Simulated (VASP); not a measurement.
# LiCl in VASP: further runs, part 2 of 2

VASP 6.6.1. Earlier steps stand in the parts before.

### 4 Single point, PBE (uniaxial z strain +5.4%)

Contents of INCAR:

```
PREC = Accurate ; ENCUT = 520
EDIFF = 1E-6 ; ISMEAR = -1
SIGMA = 0.02 ; LREAL = False
LASPH = True ; NELM = 80
ALGO = Normal ; ISIF = 2
LWAVE = False ; LCHARG = False
GGA = PE ; NBANDS = 12
```

Contents of KPOINTS:

```
Automatic mesh
0
Gamma
  8 8 8
```

Contents of POSCAR:

```
LiCl
1.0
    0.0000000000      2.5560252063      2.6945617725
    2.5560252063      0.0000000000      2.6945617725
    2.5560252063      2.5560252063      0.0000000000
Li Cl
1 1
Direct
    0.0000000000      0.0000000000      0.0000000000
    0.5000000000      0.5000000000      0.5000000000
```

Potentials or basis: VASP PAW PBE potentials, release 64 (Li_sv, Cl).

Command:

```bash
$ cat potpaw_PBE.64/Li_sv/POTCAR potpaw_PBE.64/Cl/POTCAR > POTCAR
$ mpirun -np 1 vasp_std > vasp.out
```

OUTCAR:

```text
PREC = Accurate
   ENCUT = 520
   EDIFF = 1E-6
   ISMEAR = -1
   LREAL = False
   LASPH = True
   NELM = 80
   ISIF = 2
   GGA = PE

 ion  position               nearest neighbor table
   1  0.000  0.000  0.000-   2 2.56   2 2.56   2 2.56   2 2.56
   2  0.500  0.500  0.500-   1 2.56   1 2.56   1 2.56   1 2.56

  LATTYP: Found a body centered tetragonal cell.
 ALAT       =     3.6147655125
 C/A-ratio  =     1.4908639375

  Lattice vectors:

 A1 = (  -2.5560252063,   0.0000000000,   2.6945617725)
 A2 = (   2.5560252063,   0.0000000000,   2.6945617725)
 A3 = (   0.0000000000,   2.5560252063,  -2.6945617725)

Analysis of symmetry for initial positions (statically):
=====================================================================
 Subroutine PRICEL returns:
 Original cell was already a primitive cell.

 Routine SETGRP: Setting up the symmetry group for a
 body centered tetragonal supercell.

 Subroutine GETGRP returns: Found 16 space group operations
 (whereof 16 operations were pure point group operations)
 out of a pool of 16 trial point group operations.

The static configuration has the point symmetry D_4h.

Analysis of symmetry for dynamics (positions and initial velocities):
=====================================================================
 Subroutine PRICEL returns:
 Original cell was already a primitive cell.

 Routine SETGRP: Setting up the symmetry group for a
 body centered tetragonal supercell.

 Subroutine GETGRP returns: Found 16 space group operations
 (whereof 16 operations were pure point group operations)
 out of a pool of 16 trial point group operations.

The dynamic configuration has the point symmetry D_4h.

 Subroutine INISYM returns: Found 16 space group operations
 (whereof 16 operations are pure point group operations),
 and found     1 'primitive' translations

----------------------------------------------------------------------------------------

                                     Primitive cell

  volume of cell :      35.2086

  direct lattice vectors                    reciprocal lattice vectors
     0.000000000  2.556025206  2.694561773    -0.195616224  0.195616224  0.185558930
     2.556025206  0.000000000  2.694561773     0.195616224 -0.195616224  0.185558930
     2.556025206  2.556025206  0.000000000     0.195616224  0.195616224 -0.185558930

  length of vectors
     3.714017771  3.714017771  3.614765513     0.333111890  0.333111890  0.333111890

  position of ions in fractional coordinates (direct lattice)
     0.000000000  0.000000000  0.000000000
     0.500000000  0.500000000  0.500000000

  ion indices of the primitive-cell ions
   primitive index   ion index
                 1           1
                 2           2

----------------------------------------------------------------------------------------

 KPOINTS: Automatic mesh

Automatic generation of k-mesh.
 Grid dimensions read from file:
 generate k-points for:    8    8    8

 Generating k-lattice:

  Cartesian coordinates                     Fractional coordinates (reciprocal lattice)
    -0.024452028  0.024452028  0.023194866     0.125000000  0.000000000  0.000000000
     0.024452028 -0.024452028  0.023194866     0.000000000  0.125000000  0.000000000
     0.024452028  0.024452028 -0.023194866    -0.000000000 -0.000000000  0.125000000

  Length of vectors
     0.041638986  0.041638986  0.041638986

  Shift w.r.t. Gamma in fractional coordinates (k-lattice)
     0.000000000  0.000000000  0.000000000

 Subroutine IBZKPT returns following result:
 ===========================================

 Found     59 irreducible k-points:

 Following reciprocal coordinates:
            Coordinates               Weight
  0.000000  0.000000  0.000000      1.000000
  0.125000  0.000000  0.000000      8.000000
  0.250000  0.000000  0.000000      8.000000
  0.375000  0.000000  0.000000      8.000000
  0.500000  0.000000  0.000000      4.000000
  0.125000  0.125000  0.000000      2.000000
[... 16 lines left out ...]
  0.250000 -0.000000  0.125000     16.000000
  0.375000  0.000000  0.125000     16.000000
 [... further k-points ...]
   k-points           NKPTS =     59   k-points in BZ     NKDIM =     59   number of bands    NBANDS=     12
   number of dos      NEDOS =    301   number of ions     NIONS =      2
   total plane-waves  NPLWV =  21952
   dimension x,y,z NGX =    28 NGY =   28 NGZ =   28
   dimension x,y,z NGXF=    56 NGYF=   56 NGZF=   56
   ions per type =               1   1
   NGX,Y,Z   is equivalent  to a cutoff of  12.53, 12.53, 12.88 a.u.
   NGXF,Y,Z  is equivalent  to a cutoff of  25.07, 25.07, 25.75 a.u.
 SYSTEM =  unknown system
   PREC   = accura    normal or accurate (medium, high low for compatibility)
   ISTART =      0    job   : 0-new  1-cont  2-samecut
   ICHARG =      2    charge: 1-file 2-atom 10-const
   ISPIN  =      1    spin polarized calculation?
   LNONCOLLINEAR =      F non collinear calculations
   LSORBIT =      F    spin-orbit coupling
   LASPH  =      T    aspherical Exc in radial PAW
   ENCUT  =  520.0 eV  38.22 Ry    6.18 a.u.   6.91  6.91  6.72*2*pi/ulx,y,z
   NELM   =     80;   NELMIN=  2; NELMDL= -5     # of ELM steps
   EDIFF  = 0.1E-05   stopping-criterion for ELM
   LREAL  =      F    real-space projection
   EDIFFG = 0.1E-04   stopping-criterion for IOM
   NSW    =      0    number of steps for IOM
   IBRION =     -1    ionic relax: 0-MD 1-quasi-New 2-CG
   NFREE  =      0    steps in history (QN), initial steepest desc. (CG)
   ISIF   =      2    stress and relaxation
   ISYM   =      2    0-nonsym 1-usesym 2-fastsym
   POTIM  = 0.5000    time-step for ionic-motion
   TEBEG  =    0.0;   TEEND  =   0.0 temperature during run
   PSTRESS=    0.0 pullay stress
   NELECT =      10.0000    total number of electrons
   NUPDOWN=      -1.0000    fix difference up-down
   EMIN   =  10.00;   EMAX   =-10.00  energy-range for DOS
   EFERMI =   0.00;   METHOD = LEGACY
   ISMEAR =    -1;   SIGMA  =   0.02  broadening in eV -4-tet -1-fermi 0-gaus
   EFERMI_NEDOS =   21; number of points for ismear=-14 and -15
   IALGO  =     38    algorithm
   IMIX   =      4    mixing-type and parameters
     AMIX     =   0.40;   BMIX     =  1.00
     AMIX_MAG =   1.60;   BMIX_MAG =  1.00
  volume/ion in A,a.u.               =      17.60       118.80
  Fermi-wavevector in a.u.,A,eV,Ry     =   1.076115  2.033563 15.755867  1.158024
  Thomas-Fermi vector in A             =   2.211990
   LORBIT       =      0    0 simple, 1 ext, 2 COOP (PROOUT), +10 PAW based schemes
   GGA     = PE    functional components
   LHFCALC =     F    Hartree Fock is set to
   AEXX    =    0.0000 exact exchange contribution
   IVDW    =     0    specifies the selected vdW correction
   LEPSILON=     F    determine dielectric tensor
   LRPA    =     F    only Hartree local field effects (RPA)
 non-spin polarized calculation
  energy-cutoff  :      520.00
  volume of cell :       35.21
 maximum number of plane-waves:       974
   NGX = 13   NGY = 13   NGZ = 13

 number of electron      10.0000007 magnetization

 Free energy of the ion-electron system (eV)
  ---------------------------------------------------
  ext. energy  EPLUGINS =         0.00000000
  ---------------------------------------------------
  free energy    TOTEN  =        -7.37850734 eV

  energy without entropy =       -7.37850734  energy(sigma->0) =       -7.37850734

 E-fermi :   0.7018     XC(G=0):  -8.5444

 val. band max:        0.3384526921   @ k =   0.0000   0.0000   0.0000
 cond. band min:       6.3710120493   @ k =   0.0000   0.0000   0.0000
 fundamental gap:      6.0325593572
 Fermi energy:         0.7017977381

 k-point     1 :       0.0000    0.0000    0.0000
  band No.  band energies     occupation
      1     -43.3256      2.00000
      2     -12.9893      2.00000
      3       0.2213      2.00000
      4       0.2213      2.00000
      5       0.3385      2.00000
      6       6.3710      0.00000
      7      11.8844      0.00000
      8      12.3345      0.00000
      9      12.3345      0.00000
     10      13.9252      0.00000
     11      14.3723      0.00000
     12      14.8923      0.00000
[... 331 lines left out ...]
 k-point    24 :       0.3750    0.0000    0.1250
  band No.  band energies     occupation
      1     -43.3238      2.00000
      2     -12.5614      2.00000
      3      -1.8181      2.00000
      4      -0.1608      2.00000
      5      -0.1281      2.00000
      6       7.8089      0.00000
      7       9.8792      0.00000
      8      10.6921      0.00000
      9      11.1618      0.00000
     10      14.1656      0.00000
     11      16.4946      0.00000
     12      17.1813      0.00000

 [... further k-points ...]
[... 5 lines left out ...]
  --------------------------------------------------------------------------------------
  -------------------------------------------------------------------------------------
  Total       -0.1000978     -0.1000978     -0.3534117      0.0000000      0.0000000     -0.0000000
  in kB       -4.5549838     -4.5549838    -16.0821125      0.0000000      0.0000000     -0.0000000
  external PRESSURE =      -8.3973601 kB  Pullay stress =       0.0000000 kB

 VOLUME and BASIS-vectors are now :
 -----------------------------------------------------------------------------
  energy-cutoff  :      520.00
  volume of cell :       35.21
      direct lattice vectors                 reciprocal lattice vectors
     0.000000000  2.556025206  2.694561773    -0.195616224  0.195616224  0.185558930
     2.556025206  0.000000000  2.694561773     0.195616224 -0.195616224  0.185558930
     2.556025206  2.556025206  0.000000000     0.195616224  0.195616224 -0.185558930

 POSITION                                       TOTAL-FORCE (eV/Angst)
 -----------------------------------------------------------------------------------
      0.00000      0.00000      0.00000         0.000000     -0.000000      0.000000
      2.55603      2.55603      2.69456        -0.000000      0.000000     -0.000000
 -----------------------------------------------------------------------------------
    total drift:                                0.000000      0.000000      0.000000

  FREE ENERGIE OF THE ION-ELECTRON SYSTEM (eV)
  ---------------------------------------------------
  free  energy   TOTEN  =        -7.3785073390 eV

  energy  without entropy=       -7.3785073390  energy(sigma->0) =       -7.37850734
```

stdout:

```text
POSCAR found type information on POSCAR LiCl
 POSCAR found :  2 types and       2 ions
 scaLAPACK will be used
 LDA part: xc-table for (Slater+PW92), standard interpolation
 POSCAR, INCAR and KPOINTS ok, starting setup
 FFT: planning ... GRIDC
 FFT: planning ... GRID_SOFT
 FFT: planning ... GRID
 WAVECAR not read
 entering main loop
```

Wall time 21 s (1 thread of AMD EPYC 7R43 (Zen 3), shared host); peak memory 0.12 GiB.

Results:

```yaml
Free_energy: -7.3785 eV
Band_gap_on_the_k_mesh: 6.03 eV, direct
```

Levels at points of the mesh, in eV from the valence-band top:
| k point | band 3 | band 4 | band 5 | band 6 | band 7 | band 8 |
| --- | --- | --- | --- | --- | --- | --- |
| (0.00, 0.00, 0.00) | -0.12 | -0.12 | 0.00 | 6.03 | 11.55 | 12.00 |
| (0.50, 0.00, 0.00) | -2.72 | -0.38 | -0.25 | 6.63 | 9.23 | 9.61 |
| (0.50, 0.50, 0.00) | -2.77 | -1.00 | -1.00 | 7.81 | 8.44 | 11.55 |
| (0.50, 0.00, 0.50) | -2.78 | -1.32 | -0.98 | 7.70 | 8.22 | 12.26 |

Caveat: the cell differs from its parent crystal (uniaxial z strain +5.4%); the cutoff is under 1.25 times the usual one of these potentials, so pressure, stress and relaxed cells hold a basis-set (Pulay) error. A k mesh can miss the band edges.

### 5 The runs side by side

```csv
level,cell,smearing,gap on the mesh (eV)
r2SCAN,"a = 3.615 Å, angles 60.0°, 2 atoms",gaussian 0.01 eV,7.36
PBE,"a = 3.640, b = 3.640, c = 3.664 Å, angles 59.8, 59.8, 60.4°, 2 atoms",fermi-dirac 0.02 eV,6.23
PBE,"a = 3.714, b = 3.714, c = 3.615 Å, angles 60.9, 60.9, 58.2°, 2 atoms",fermi-dirac 0.02 eV,6.03
```

Alike in all rows: task single point; potentials or basis VASP PAW PBE potentials, release 64 (Li_sv, Cl); no spin polarisation; k mesh 8 × 8 × 8; cutoff (eV) 520.

Caveats: the cutoff is under 1.25 times the usual one of these potentials, so pressure, stress and relaxed cells hold a basis-set (Pulay) error; the PAW data sets were made with another functional, which shifts forces and pressure a little (some runs).

Absolute energies hang on the potentials; compare differences alone.
